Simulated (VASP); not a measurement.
Set up this calculation in VASP 6.6.1, as the native input.

* Task: single point
* Functional: LDA
* Potentials or basis: VASP PAW LDA potentials, release 64 (C)
* Cutoff: 520 eV
* k mesh: 12 × 12 × 12
* Occupations: gaussian, width 0.05 eV
* Spin: no spin polarisation
* Dipole correction: no
* Further INCAR settings: ALGO = Normal; EDIFF = 1e-06; NBANDS = 11

The structure of C lies in POSCAR:

```
C
1.0
    0.0000000000      1.7771835331      1.9104722981
    1.7771835331      0.0000000000      1.9104722981
    1.7771835331      1.7771835331      0.0000000000
C
2
Direct
    0.5000000000      0.5000000000      0.5000000000
    0.7500000000      0.7500000000      0.7500000000
```

This cell differs from its parent crystal: volume 6.034 Å^3 an atom, c/a of the conventional cell 1.0750.

These files were run (other wordings do the same):

INCAR

```
PREC     = Accurate       # precision mode
ENCUT    = 520            # plane-wave cutoff, eV
EDIFF    = 1E-6           # SCF threshold, eV
ISMEAR   = 0              # smearing method
SIGMA    = 0.05           # smearing width, eV
LREAL    = F              # projectors in reciprocal space
LASPH    = T              # aspherical terms in the spheres
NELM     = 80             # most SCF steps
ALGO     = Normal         # electronic algorithm
ISIF     = 2              # what is computed and relaxed
LWAVE    = F              # write WAVECAR
LCHARG   = F              # write CHGCAR
NBANDS   = 11             # bands
```

KPOINTS

```
Automatic mesh
0
Gamma
  12 12 12
```

Potentials or basis: VASP PAW LDA potentials, release 64 (C).

Run with:

```sh
$ cat potpaw_LDA.64/C/POTCAR > POTCAR
$ mpirun -np 1 vasp_std > vasp.out
```

It gave:

The pressure is -34.8 GPa and the band gap on the k mesh is 3.10 eV, indirect (least direct gap 4.76 eV).

Wall time 28 s on 1 thread of AMD EPYC 7R13 (shared host), peak memory 0.09 GiB.
